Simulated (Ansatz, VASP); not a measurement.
**One calculation of ZnS, two programs**

```
Zn S
1.0
     3.78191    0.00000    0.00000
    -1.89096    3.27523    0.00000
     0.00000    0.00000    6.20709
Zn S
2 2
Direct
  0.33333 0.66667 0.00037
  0.66667 0.33333 0.50037
  0.33333 0.66667 0.37463
  0.66667 0.33333 0.87463
```

Alike in both runs: functional PBEsol; k mesh 12 × 12 × 6; occupations gaussian, width 0.02 eV; no spin polarisation.

Ansatz relaxed the structure, and its values are those at the end. VASP's run is a single point on that final structure, the one shown.

|  | VASP | Ansatz |
| --- | --- | --- |
| version | VASP 6.6.1 | Ansatz 0.2.0 |
| potentials or method | VASP PAW PBE potentials, release 64 (Zn, S), cutoff 520 eV | scalar-relativistic, plane waves, PAW |
| valence electrons in the cell | 36 | 36 |

Ansatz gave:

| Property | Result |
| --- | --- |
| gap on the k mesh at the Fermi level (eV) | 2.16 |
| least direct gap on the mesh (eV) | 2.16 |
| pressure (GPa) | 0.0 |

Task: Estimate VASP's values.

Result: gap on the k mesh at the Fermi level (eV): 2.16; least direct gap on the mesh (eV): 2.16; pressure (GPa): 0.2.

VASP's potentials were made for PBE, not for PBEsol. With one functional, cell and mesh, what is left measures potentials, basis and numerics.
